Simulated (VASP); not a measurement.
# AlN in VASP: single point with r2SCAN

Aim: the single point of AlN with r2SCAN.

Everything below comes from runs of VASP 6.6.1. Logs are shortened: lines on timing, memory, paths and dates and some standing lists are left out, and cuts for length are marked.

## (1) The cell of the first run

The typed cell holds 12 atoms: a = 3.089 Å, b = 3.089 Å, c = 15.236 Å, α = 84.18°, β = 84.18°, γ = 60.00°.

## (2) Single point, r2SCAN

POSCAR

```
AlN
1.0
    2.1839935596     -2.1839935596      0.0000000000
    2.1839935596      0.0000000000     -2.1839935596
   10.1918243452      8.0080491850      8.0080491850
Al N
6 6
Direct
    0.6458465267      0.6458465267      0.0624666667
   -0.2985701400     -0.2985701400      0.8958000000
    0.2569631933      0.2569631933      0.2291333333
    0.4791965267      0.4791965267      0.5624666667
   -0.1319201400     -0.1319201400      0.3958000000
    0.0903131933      0.0903131933      0.7291333333
    0.5208590267      0.5208590267      0.4374666667
    0.9097423600      0.9097423600      0.2708000000
    0.1319756933      0.1319756933      0.6041333333
    0.3542090267      0.3542090267      0.9374666667
   -0.2569076400     -0.2569076400      0.7708000000
    0.2986256933      0.2986256933      0.1041333333
```

INCAR.step1

```
ALGO = Normal ; EDIFF = 1E-4
ENCUT = 520 ; GGA = PE
ISMEAR = 0 ; LASPH = T
LCHARG = F ; LREAL = F
LWAVE = T ; NBANDS = 36
NELM = 60 ; PREC = Accurate
SIGMA = 0.05
```

INCAR.step2

```
ALGO = Normal ; EDIFF = 1E-6
ENCUT = 520 ; ISIF = 2
ISMEAR = 0 ; ISTART = 1
LASPH = T ; LCHARG = F
LMIXTAU = T ; LREAL = F
LWAVE = F ; METAGGA = R2SCAN
NBANDS = 36 ; NELM = 60
PREC = Accurate ; SIGMA = 0.05
```

KPOINTS

```
k-points
0
Gamma
  8 8 2
```

Potentials or basis: VASP PAW PBE potentials, release 64 (Al, N).

Launch:

```console
> cat potpaw_PBE.64/Al/POTCAR potpaw_PBE.64/N/POTCAR > POTCAR
> cp INCAR.step1 INCAR
> mpirun -np 1 vasp_std > vasp.out
> cp INCAR.step2 INCAR
> mpirun -np 1 vasp_std > vasp.out
```

OUTCAR:

```text
EDIFF = 1E-6
   ENCUT = 520
   ISIF = 2
   ISMEAR = 0
   ISTART = 1
   LASPH = T
   LREAL = F
   METAGGA = R2SCAN
   NELM = 60
   PREC = Accurate

 ion  position               nearest neighbor table
   1  0.646  0.646  0.062-  12 1.89  12 1.89  12 1.89   2 2.52   3 3.09   3 3.09   3 3.09
   2  0.701  0.701  0.896-  10 1.89  11 1.89  10 1.89  10 1.89   1 2.52   6 3.09   6 3.09   6 3.09

   3  0.257  0.257  0.229-   8 1.89  12 1.89   8 1.89   8 1.89   1 3.09   1 3.09   1 3.09   5 3.09
                             5 3.09   5 3.09
   4  0.479  0.479  0.562-   9 1.89   9 1.89   7 1.89   9 1.89   6 3.09   6 3.09   6 3.09   5 3.09
                             5 3.09   5 3.09
   5  0.868  0.868  0.396-   7 1.89   8 1.89   7 1.89   7 1.89   4 3.09   3 3.09   4 3.09   4 3.09
                             3 3.09   3 3.09
   6  0.090  0.090  0.729-  11 1.89   9 1.89  11 1.89  11 1.89   4 3.09   4 3.09   4 3.09   2 3.09
                             2 3.09   2 3.09
   7  0.521  0.521  0.437-   5 1.89   4 1.89   5 1.89   5 1.89
   8  0.910  0.910  0.271-   3 1.89   5 1.89   3 1.89   3 1.89
   9  0.132  0.132  0.604-   4 1.89   4 1.89   6 1.89   4 1.89
  10  0.354  0.354  0.937-   2 1.89   2 1.89   2 1.89
  11  0.743  0.743  0.771-   6 1.89   2 1.89   6 1.89   6 1.89
  12  0.299  0.299  0.104-   1 1.89   1 1.89   3 1.89   1 1.89

  LATTYP: Found a trigonal (rhomboedric) cell.
 ALAT       =    15.2358454633
 COS(alpha) =     0.9794520407

  Lattice vectors:

 A1 = (  10.1918243452,   8.0080491850,   8.0080491850)
 A2 = (   8.0078307856,  10.1920427446,   8.0080491850)
 A3 = (   8.0078307856,   8.0080491850,  10.1920427446)

Analysis of symmetry for initial positions (statically):
=====================================================================
 Subroutine PRICEL returns:
 Original cell was already a primitive cell.

 Routine SETGRP: Setting up the symmetry group for a
 trigonal (rhombohedral) supercell.

 Subroutine GETGRP returns: Found  2 space group operations
 (whereof  2 operations were pure point group operations)
 out of a pool of 12 trial point group operations.

The static configuration has the point symmetry C_1h.

Analysis of symmetry for dynamics (positions and initial velocities):
=====================================================================
 Subroutine PRICEL returns:
 Original cell was already a primitive cell.

 Routine SETGRP: Setting up the symmetry group for a
 trigonal (rhombohedral) supercell.

 Subroutine GETGRP returns: Found  2 space group operations
 (whereof  2 operations were pure point group operations)
 out of a pool of 12 trial point group operations.

The dynamic configuration has the point symmetry C_1h.

 Subroutine INISYM returns: Found  2 space group operations
 (whereof  2 operations are pure point group operations),
 and found     1 'primitive' translations

----------------------------------------------------------------------------------------

                                     Primitive cell

  volume of cell :     125.0073

  direct lattice vectors                    reciprocal lattice vectors
     2.183993560 -2.183993560  0.000000000     0.139908074 -0.317968734  0.139908074
     2.183993560  0.000000000 -2.183993560     0.139908074  0.139908074 -0.317968734
    10.191824345  8.008049185  8.008049185     0.038156401  0.038156401  0.038156401

  length of vectors
     3.088633312  3.088633312 15.235845463     0.374503210  0.374503210  0.066088825

  position of ions in fractional coordinates (direct lattice)
     0.645846527  0.645846527  0.062466667
     0.701429860  0.701429860  0.895800000
     0.256963193  0.256963193  0.229133333
     0.479196527  0.479196527  0.562466667
     0.868079860  0.868079860  0.395800000
     0.090313193  0.090313193  0.729133333
     0.520859027  0.520859027  0.437466667
     0.909742360  0.909742360  0.270800000
     0.131975693  0.131975693  0.604133333
     0.354209027  0.354209027  0.937466667
     0.743092360  0.743092360  0.770800000
     0.298625693  0.298625693  0.104133333

  ion indices of the primitive-cell ions
   primitive index   ion index
                 1           1
                 2           2
                 3           3
                 4           4
                 5           5
                 6           6
                 7           7
                 8           8
                 9           9
                10          10
                11          11
                12          12

----------------------------------------------------------------------------------------

 KPOINTS: k-points

Automatic generation of k-mesh.
 Grid dimensions read from file:
 generate k-points for:    8    8    2

 Generating k-lattice:

  Cartesian coordinates                     Fractional coordinates (reciprocal lattice)
     0.017488509 -0.039746092  0.017488509     0.125000000  0.000000000 -0.000000000
     0.017488509  0.017488509 -0.039746092     0.000000000  0.125000000  0.000000000
     0.019078200  0.019078200  0.019078200     0.000000000  0.000000000  0.500000000

  Length of vectors
     0.046812901  0.046812901  0.033044412

  Shift w.r.t. Gamma in fractional coordinates (k-lattice)
     0.000000000  0.000000000  0.000000000

 -----------------------------------------------------------------------------
|                                                                             |
|           W    W    AA    RRRRR   N    N  II  N    N   GGGG   !!!           |
|           W    W   A  A   R    R  NN   N  II  NN   N  G    G  !!!           |
|           W    W  A    A  R    R  N N  N  II  N N  N  G       !!!           |
|           W WW W  AAAAAA  RRRRR   N  N N  II  N  N N  G  GGG   !            |
|           WW  WW  A    A  R   R   N   NN  II  N   NN  G    G                |
|           W    W  A    A  R    R  N    N  II  N    N   GGGG   !!!           |
|                                                                             |
|     Your reciprocal lattice and k-lattice belong to different lattice       |
|     classes:                                                                |
|                                                                             |
|        The reciprocal lattice is rhombohedral (trigonal),                   |
|        whereas your k-lattice is base-centered monoclinic.                  |
|                                                                             |
|     Results are often still useful ...                                      |
|                                                                             |
 -----------------------------------------------------------------------------

 WARNING: IBZKPT: internal override: KBLOWUP is changed to .FALSE.
      ... skipping the blow-up phase ...

 Subroutine IBZKPT returns following result:
 ===========================================

 Found     42 irreducible k-points:

 Following reciprocal coordinates:
            Coordinates               Weight
  0.000000  0.000000  0.000000      1.000000
  0.125000  0.000000 -0.000000      4.000000
  0.250000  0.000000 -0.000000      4.000000
  0.375000  0.000000  0.000000      4.000000
  0.500000  0.000000 -0.000000      2.000000
  0.125000  0.125000 -0.000000      2.000000
[... 16 lines left out ...]
  0.125000  0.000000  0.500000      4.000000
  0.250000  0.000000  0.500000      4.000000
 [... further k-points ...]
   k-points           NKPTS =     42   k-points in BZ     NKDIM =     42   number of bands    NBANDS=     36
   number of dos      NEDOS =    301   number of ions     NIONS =     12
   total plane-waves  NPLWV =  69120
   dimension x,y,z NGX =    24 NGY =   24 NGZ =  120
   dimension x,y,z NGXF=    48 NGYF=   48 NGZF=  240
   ions per type =               6   6
   NGX,Y,Z   is equivalent  to a cutoff of  12.92, 12.92, 13.09 a.u.
   NGXF,Y,Z  is equivalent  to a cutoff of  25.84, 25.84, 26.19 a.u.
 SYSTEM =  unknown system
   PREC   = accura    normal or accurate (medium, high low for compatibility)
   ISTART =      1    job   : 0-new  1-cont  2-samecut
   ICHARG =      0    charge: 1-file 2-atom 10-const
   ISPIN  =      1    spin polarized calculation?
   LNONCOLLINEAR =      F non collinear calculations
   LSORBIT =      F    spin-orbit coupling
   LASPH  =      T    aspherical Exc in radial PAW
   ENCUT  =  520.0 eV  38.22 Ry    6.18 a.u.   5.74  5.74 28.33*2*pi/ulx,y,z
   NELM   =     60;   NELMIN=  2; NELMDL=  0     # of ELM steps
   EDIFF  = 0.1E-05   stopping-criterion for ELM
   LREAL  =      F    real-space projection
   EDIFFG = 0.1E-04   stopping-criterion for IOM
   NSW    =      0    number of steps for IOM
   IBRION =     -1    ionic relax: 0-MD 1-quasi-New 2-CG
   NFREE  =      0    steps in history (QN), initial steepest desc. (CG)
   ISIF   =      2    stress and relaxation
   ISYM   =      2    0-nonsym 1-usesym 2-fastsym
   POTIM  = 0.5000    time-step for ionic-motion
   TEBEG  =    0.0;   TEEND  =   0.0 temperature during run
   PSTRESS=    0.0 pullay stress
   NELECT =      48.0000    total number of electrons
   NUPDOWN=      -1.0000    fix difference up-down
   EMIN   =  10.00;   EMAX   =-10.00  energy-range for DOS
   EFERMI =   0.00;   METHOD = LEGACY
   ISMEAR =     0;   SIGMA  =   0.05  broadening in eV -4-tet -1-fermi 0-gaus
   EFERMI_NEDOS =   21; number of points for ismear=-14 and -15
   IALGO  =     38    algorithm
   IMIX   =      4    mixing-type and parameters
     AMIX     =   0.40;   BMIX     =  1.00
     AMIX_MAG =   1.60;   BMIX_MAG =  1.00
  volume/ion in A,a.u.               =      10.42        70.30
  Fermi-wavevector in a.u.,A,eV,Ry     =   1.189899  2.248583 19.263943  1.415860
  Thomas-Fermi vector in A             =   2.325996
   LORBIT       =      0    0 simple, 1 ext, 2 COOP (PROOUT), +10 PAW based schemes
   METAGGA = R2SCAN    functional components
   LHFCALC =     F    Hartree Fock is set to
   AEXX    =    0.0000 exact exchange contribution
   IVDW    =     0    specifies the selected vdW correction
   LEPSILON=     F    determine dielectric tensor
   LRPA    =     F    only Hartree local field effects (RPA)
 non-spin polarized calculation
 Gauss-broadening in eV      SIGMA  =   0.05
  energy-cutoff  :      520.00
  volume of cell :      125.01
 maximum number of plane-waves:      3394
   NGX = 11   NGY = 11   NGZ = 57

 number of electron      48.0000006 magnetization

 Free energy of the ion-electron system (eV)
  ---------------------------------------------------
  ext. energy  EPLUGINS =         0.00000000
  ---------------------------------------------------
  free energy    TOTEN  =      -112.69231176 eV

  energy without entropy =     -112.69231176  energy(sigma->0) =     -112.69231176

 E-fermi :   6.6011     XC(G=0): -11.4490

 val. band max:        6.3175208998   @ k =  -0.3750   0.3750   0.0000
 cond. band min:       9.3050953252   @ k =   0.5000   0.0000  -0.0000
 fundamental gap:      2.9875744254
 Fermi energy:         6.6011145763

 k-point     1 :       0.0000    0.0000    0.0000
  band No.  band energies     occupation
      1     -10.0403      2.00000
      2      -9.6238      2.00000
      3      -9.5373      2.00000
      4      -8.6232      2.00000
      5      -8.5503      2.00000
      6      -7.9094      2.00000
[... 28 lines left out ...]
     35      17.3156      0.00000
     36      17.8854      0.00000
[... 866 lines left out ...]
      6      -7.5568      2.00000
[... 28 lines left out ...]
     35      17.1333      0.00000
     36      17.5737      0.00000

 [... further k-points ...]

------------------------ aborting loop because EDIFF is reached ----------------------------------------

  FORCE on cell =-STRESS in cart. coord.  units (eV):
  Direction    XX          YY          ZZ          XY          YZ          ZX
  --------------------------------------------------------------------------------------
  -------------------------------------------------------------------------------------
  Total        0.0030950      0.0058285      0.0058285      3.8077007      3.8085693      3.8077012
  in kB        0.0396678      0.0747024      0.0747024     48.8020520     48.8131846     48.8020581
  external PRESSURE =       0.0630242 kB  Pullay stress =       0.0000000 kB

 VOLUME and BASIS-vectors are now :
 -----------------------------------------------------------------------------
  energy-cutoff  :      520.00
  volume of cell :      125.01
      direct lattice vectors                 reciprocal lattice vectors
     2.183993560 -2.183993560  0.000000000     0.139908074 -0.317968734  0.139908074
     2.183993560  0.000000000 -2.183993560     0.139908074  0.139908074 -0.317968734
    10.191824345  8.008049185  8.008049185     0.038156401  0.038156401  0.038156401

 POSITION                                       TOTAL-FORCE (eV/Angst)
 -----------------------------------------------------------------------------------
      3.45770     -0.91029     -0.91029         0.472503      0.472885      0.472885
     12.19367      5.64169      5.64169        -1.118620     -1.118810     -1.118810
      3.45770      1.27371      1.27371         0.172483      0.172670      0.172670
      7.82569      3.45770      3.45770         0.031981      0.031833      0.031833
      7.82569      1.27371      1.27371         0.029700      0.029699      0.029699
      7.82569      5.64169      5.64169         0.038809      0.038942      0.038942
      6.73369      2.36570      2.36570        -0.028272     -0.028282     -0.028282
      6.73369      0.18171      0.18171        -0.018596     -0.018544     -0.018544
      6.73369      4.54970      4.54970        -0.029798     -0.029833     -0.029833
     11.10168      6.73369      6.73369        -0.290480     -0.291231     -0.291231
     11.10168      4.54970      4.54970        -0.060094     -0.060068     -0.060068
      2.36570      0.18171      0.18171         0.800385      0.800739      0.800739
 -----------------------------------------------------------------------------------
    total drift:                                0.029735      0.029784      0.029784

  FREE ENERGIE OF THE ION-ELECTRON SYSTEM (eV)
  ---------------------------------------------------
  free  energy   TOTEN  =      -112.6923117588 eV

  energy  without entropy=     -112.6923117588  energy(sigma->0) =     -112.69231176
```

Wall time 22 min (1 thread of Oxide Virtual Turin-like, shared host); peak memory 0.32 GiB.

Results:

| Property | Result |
| --- | --- |
| Free energy | -112.6923 eV |
| Pressure | 0.0 GPa |
| Largest force | 1.938 eV/Å |
| Band gap on the k mesh | 2.99 eV (least direct gap 3.05 eV) |

Forces on the atoms (eV/Å):
```
Al   0.473  0.473  0.473
Al  -1.119 -1.119 -1.119
Al   0.172  0.173  0.173
Al   0.032  0.032  0.032
Al   0.030  0.030  0.030
Al   0.039  0.039  0.039
N   -0.028 -0.028 -0.028
N   -0.019 -0.019 -0.019
N   -0.030 -0.030 -0.030
N   -0.290 -0.291 -0.291
N   -0.060 -0.060 -0.060
N    0.800  0.801  0.801
```

Stress tensor (GPa, compression positive):
```
0.00 4.88 4.88
4.88 0.01 4.88
4.88 4.88 0.01
```

Caveat: the PAW data sets were made with another functional, which shifts forces and pressure a little. A k mesh can miss the band edges.
